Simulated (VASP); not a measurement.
A run of VASP 6.6.1 is set up as follows.

INCAR

```
SYSTEM = Bi
PREC = Accurate
ENCUT = 520
EDIFF = 1E-7
ISMEAR = 1
SIGMA = 0.05
LREAL = .FALSE.
LASPH = .TRUE.
NELM = 60
ALGO = Normal
ISIF = 2
LWAVE = .FALSE.
LCHARG = .TRUE.
GGA = PS
LELF = .TRUE.
LVHAR = .TRUE.
NBANDS = 22
```

File KPOINTS:

```
Automatic mesh
0
G
  6 6 6
  0 0 0
```

POSCAR

```
Bi
1.0
    4.7172094508      0.0034390754      0.0023843655
    2.5510278306      3.9679130330      0.0023843655
    2.5510278306      1.3938771344      3.7150297518
Bi
2
Direct
    0.2348475550      0.2348475550      0.2348475550
    0.7651524450      0.7651524450      0.7651524450
```

Potentials or basis: VASP PAW PBE potentials, release 64 (Bi_d).

Launch:

```bash
$ cat potpaw_PBE.64/Bi_d/POTCAR > POTCAR
$ mpirun -np 1 vasp_std > vasp.out
```

Task: Predict the largest force.

Result: 0.007 eV/Å.

Task: What does it give for the band gap on the k mesh?

Result: Zero (band 15 reaches 6.22 eV, above the bottom of band 16 at 6.04 eV).

Forces on the atoms (eV/Å):
```
Bi   0.006  0.003  0.002
Bi  -0.006 -0.003 -0.002
```

Caveat: the PAW data sets were made with another functional, which shifts forces and pressure a little; spin-orbit coupling is left out, which moves the levels of the heavy elements.
